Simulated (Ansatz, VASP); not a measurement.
**One calculation of Zr4GePd, two programs**

INCAR

```
SYSTEM = Zr4GePd
  PREC = Accurate
  ENCUT = 520
  EDIFF = 1E-7
  ISMEAR = 0
  SIGMA = 0.1
  LREAL = .False.
  LASPH = .True.
  NELM = 80
  ALGO = Normal
  ISIF = 2
  LWAVE = .False.
  LCHARG = .False.
  GGA = PE
  NBANDS = 45
```

The input KPOINTS:

```
Automatic mesh
0
Gamma
  4 4 4
  0 0 0
```

POSCAR

```
Zr4GePd
1.0
    0.0000000000      3.6534052500      3.6534052500
    3.6534052500      0.0000000000      3.6534052500
    3.6534052500      3.6534052500      0.0000000000
Zr Ge Pd
4 1 1
Direct
    0.8742122000      0.3773634100      0.8742122000
    0.8742122000      0.8742122000      0.3773634100
    0.8742122000      0.8742122000      0.8742122000
    0.3773634100      0.8742122000      0.8742122000
    0.2500000000      0.2500000000      0.2500000000
    0.5000000000      0.5000000000      0.5000000000
```

Input for Ansatz:

```yaml
crystal:
  lattice:
    - [0.0, 3.65340525, 3.65340525]
    - [3.65340525, 0.0, 3.65340525]
    - [3.65340525, 3.65340525, 0.0]
  atoms:
    - { symbol: Zr, position: [0.8742122, 0.37736341, 0.8742122] }
    - { symbol: Zr, position: [0.8742122, 0.8742122, 0.37736341] }
    - { symbol: Zr, position: [0.8742122, 0.8742122, 0.8742122] }
    - { symbol: Zr, position: [0.37736341, 0.8742122, 0.8742122] }
    - { symbol: Ge, position: [0.25, 0.25, 0.25] }
    - { symbol: Pd, position: [0.5, 0.5, 0.5] }
basis:
  ecutwfc: 420
kpoints:
  mp_grid: { grid: [4, 4, 4] }
hamiltonian:
  xc: pbe
scf:
  occupations: { method: gaussian, width: 0.1 }
  lower_state_search: "off"
output:
  forces: true
  stress: true
  eigenvalues: true
```

Change from the starting cell: species swapped into the TmNi4Au type (F-43m, No. 216).

Alike in both runs: task single point; functional PBE; k mesh 4 × 4 × 4; occupations gaussian, width 0.1 eV; no spin polarisation.

|  | VASP | Ansatz |
| --- | --- | --- |
| version | VASP 6.6.1 | Ansatz 0.2.0 |
| potentials or method | VASP PAW PBE potentials, release 64 (Zr_sv, Ge_d, Pd), cutoff 520 eV | scalar-relativistic, plane waves, PAW |
| valence electrons in the cell | 72 | 80 |

VASP gave:

```
gap on the k mesh at the Fermi level (eV) : none
rms of the force components (eV/Å)        : 0.434
```

**Question.** What did Ansatz give for the same quantities?

**Answer.** gap on the k mesh at the Fermi level (eV): none; rms of the force components (eV/Å): 0.428.

Atom by atom the forces differ by 0.006 eV/Å (rms over components). A gap of «none» marks a metal or a gap that the smearing closes. With one functional, cell and mesh, what is left measures potentials, basis and numerics. VASP's potentials hold 72 valence electrons a cell and Ansatz's 80, so a difference there can come from the potentials and not from the codes.

The k mesh is coarse, so the values compare programs but aren't converged.
